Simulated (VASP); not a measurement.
A run of VASP 6.6.1 is set up as follows.

File INCAR:

```
PREC = Accurate
ENCUT = 520
EDIFF = 1E-6
ISMEAR = -1
SIGMA = 0.02
LREAL = Auto
LASPH = True
NELM = 80
ALGO = Normal
ISIF = 2
LWAVE = False
LCHARG = False
GGA = PS
IBRION = 2
NSW = 80
EDIFFG = -0.03
```

Contents of KPOINTS:

```
regular mesh
0
Gamma
  2 2 2
```

POSCAR

```
TiSi16
1.0
    0.0000000000      5.4300000000      5.4300000000
    5.4300000000      0.0000000000      5.4300000000
    5.4300000000      5.4300000000      0.0000000000
Si Ti
16 1
Direct
    0.0000000000      0.0000000000      0.0000000000
    0.1250000000      0.1250000000      0.1250000000
    0.0000000000      0.0000000000      0.5000000000
    0.1250000000      0.1250000000      0.6250000000
    0.0000000000      0.5000000000      0.0000000000
    0.1250000000      0.6250000000      0.1250000000
    0.0000000000      0.5000000000      0.5000000000
    0.1250000000      0.6250000000      0.6250000000
    0.5000000000      0.0000000000      0.0000000000
    0.6250000000      0.1250000000      0.1250000000
    0.5000000000      0.0000000000      0.5000000000
    0.6250000000      0.1250000000      0.6250000000
    0.5000000000      0.5000000000      0.0000000000
    0.6250000000      0.6250000000      0.1250000000
    0.5000000000      0.5000000000      0.5000000000
    0.6250000000      0.6250000000      0.6250000000
    0.3629793700      0.3756851700      0.3723479500
```

Potentials or basis: VASP PAW PBE potentials, release 64 (Si, Ti_sv).

The run is started by

```bash
$ cat potpaw_PBE.64/Si/POTCAR potpaw_PBE.64/Ti_sv/POTCAR > POTCAR
$ mpirun -np 1 vasp_std > vasp.out
```

Problem. What does it give for the energy gained by relaxing?

Solution. 25.4 meV/atom.

Problem. Predict the band gap on the k mesh.

Solution. Zero (bands 38 and 39 overlap by 0.40 eV).

Forces on the atoms (eV/Å):
```
Si  -0.011 -0.004 -0.006
Si  -0.001 -0.003 -0.002
Si   0.004  0.008  0.004
Si   0.004 -0.004  0.005
Si   0.005  0.004  0.008
Si   0.003  0.007 -0.002
Si  -0.007 -0.003 -0.002
Si   0.001 -0.010 -0.011
Si   0.003  0.004  0.003
Si   0.004  0.000  0.003
Si  -0.002 -0.009 -0.004
Si  -0.007  0.001 -0.006
Si   0.001 -0.003 -0.008
Si  -0.008 -0.007  0.001
Si   0.019  0.015  0.016
Si  -0.003  0.004  0.004
Ti  -0.006 -0.001 -0.002
```

Caveat: the k points lie up to 0.50 Å⁻¹ apart; the PAW data sets were made with another functional, which shifts forces and pressure a little.
